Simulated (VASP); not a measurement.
A run of VASP 6.6.1:

Contents of INCAR:

```
SYSTEM = MoS2
PREC = Accurate ; ENCUT = 520
EDIFF = 1E-6 ; ISMEAR = -1
SIGMA = 0.05 ; LREAL = .FALSE.
LASPH = .TRUE. ; NELM = 60
ALGO = Normal ; ISIF = 2
LWAVE = .FALSE. ; LCHARG = .FALSE.
GGA = PE ; ALDAC = 0.0
AGGAC = 0.0 ; NBANDS = 35
```

File KPOINTS:

```
Automatic mesh
0
G
  10 10 2
  0 0 0
```

File POSCAR:

```
MoS2
1.0
    3.2264481230      0.0000000000      0.0000000000
   -1.6132240615      2.7941860385      0.0000000000
    0.0000000000      0.0000000000     21.9557060374
Mo S
2 4
Direct
    0.3333333333      0.6666666667      0.8511602300
    0.6666666667      0.3333333333      0.1488397700
    0.6666666667      0.3333333333      0.7796253900
    0.3333333333      0.6666666667      0.0772510000
    0.6666666667      0.3333333333      0.9227490000
    0.3333333333      0.6666666667      0.2203746100
```

Potentials or basis: VASP PAW PBE potentials, release 64 (Mo_sv, S).

Command:

```console
$ cat potpaw_PBE.64/Mo_sv/POTCAR potpaw_PBE.64/S/POTCAR > POTCAR
$ mpirun -np 1 vasp_std > vasp.out
```

Hardware: 1 thread of Intel(R) Xeon(R) Platinum 8488C (Sapphire Rapids) (shared host).

Problem. How long does it take, and how much memory?

Solution. Wall time 3 min on 1 thread of Intel(R) Xeon(R) Platinum 8488C (Sapphire Rapids), on a shared host, peak memory 0.37 GiB. Counts: scf iterations 22, k points 28.
